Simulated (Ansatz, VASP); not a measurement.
One calculation of H3C2N, two programs

```
C N H
1.0
     8.31166    0.00000    0.00000
     0.00000    8.31166    0.00000
     0.00000    0.00000    8.31166
C N H
12 6 18
Direct
  0.01673 0.13704 0.41836
  0.96774 0.18949 0.57753
  0.46020 0.79238 0.29619
  0.42656 0.63978 0.37448
  0.13975 0.78127 0.67156
  0.20648 0.73138 0.82477
  0.42552 0.33053 0.78143
  0.40961 0.19968 0.66678
  0.76693 0.46755 0.11450
  0.84666 0.59851 0.19871
  0.78270 0.98723 0.98608
  0.73238 0.85118 0.88894
  0.93136 0.23009 0.70626
  0.39718 0.51724 0.43594
  0.26032 0.69280 0.94801
  0.39479 0.09473 0.57523
  0.90725 0.70578 0.26520
  0.69493 0.74066 0.81184
  0.96753 0.21844 0.32673
  0.14878 0.13901 0.41114
  0.97390 0.01407 0.39508
  0.43068 0.89263 0.37818
  0.58971 0.79934 0.26606
  0.38905 0.79890 0.18386
  0.21437 0.87962 0.62228
  0.13862 0.67944 0.58579
  0.01471 0.82401 0.68844
  0.47058 0.28461 0.89699
  0.50793 0.42262 0.73439
  0.30795 0.38716 0.80180
  0.69255 0.51792 0.01749
  0.85616 0.38689 0.05934
  0.68991 0.40040 0.19852
  0.82255 0.08626 0.90758
  0.68242 0.02818 0.06204
  0.88195 0.94936 0.06477
```

Alike in both runs: functional PBE; dispersion D3(BJ); k mesh 1 × 1 × 1; occupations fermi-dirac, width 0.05 eV; no spin polarisation.

Ansatz relaxed the structure, and its values are those at the end. VASP's run is a single point on that final structure, the one shown.

|  | VASP | Ansatz |
| --- | --- | --- |
| version | VASP 6.6.1 | Ansatz 0.2.0 |
| potentials or method | VASP PAW PBE potentials, release 64 (C_h, N_h, H_h), cutoff 1000 eV | scalar-relativistic, plane waves, PAW |
| valence electrons in the cell | 96 | 96 |

Ansatz gave:

```
rms of the force components (eV/Å) : 0.084
```

Which values does VASP return?

rms of the force components (eV/Å): 0.078.
